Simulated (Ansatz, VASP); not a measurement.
Two plane-wave programs on GaN

```
Ga N
1.0
     0.00000    2.13524    2.13524
     2.13524    0.00000    2.13524
     2.13524    2.13524    0.00000
Ga N
1 1
Direct
  0.00000 0.00000 0.00000
  0.50000 0.50000 0.50000
```

Alike in both runs: task relaxation of cell and atoms; functional revPBE; dispersion D3(BJ); k mesh 11 × 11 × 11; occupations fermi-dirac, width 0.05 eV; no spin polarisation.

|  | VASP | Ansatz |
| --- | --- | --- |
| version | VASP 6.6.1 | Ansatz 0.2.0 |
| potentials or method | VASP PAW PBE potentials, release 64 (Ga_d, N) | Ansatz PAW |
| plane-wave cutoff (eV) | 600 | 420 |
| valence electrons in the cell | 18 | 18 |

|  | VASP | Ansatz | Ansatz less VASP |
| --- | --- | --- | --- |
| gap on the k mesh at the Fermi level, each at its own relaxed structure (eV) | 0.80 | 0.84 | +0.035 |
| relaxed volume (Å³/atom) | 9.44 | 9.41 | -0.034 |
| relaxed cell length with the largest relative difference (Å) | 2.989 | 2.986 | -0.0036 |

VASP's potentials were made for PBE, not for revPBE.

Noted on Ansatz's run: odd divisions of the mesh miss points on the zone boundary, where band edges often lie, so the gap on the mesh can be too wide; the plane-wave basis is chosen anew once the cell has moved, so the energies of steps on either side of that aren't comparable.
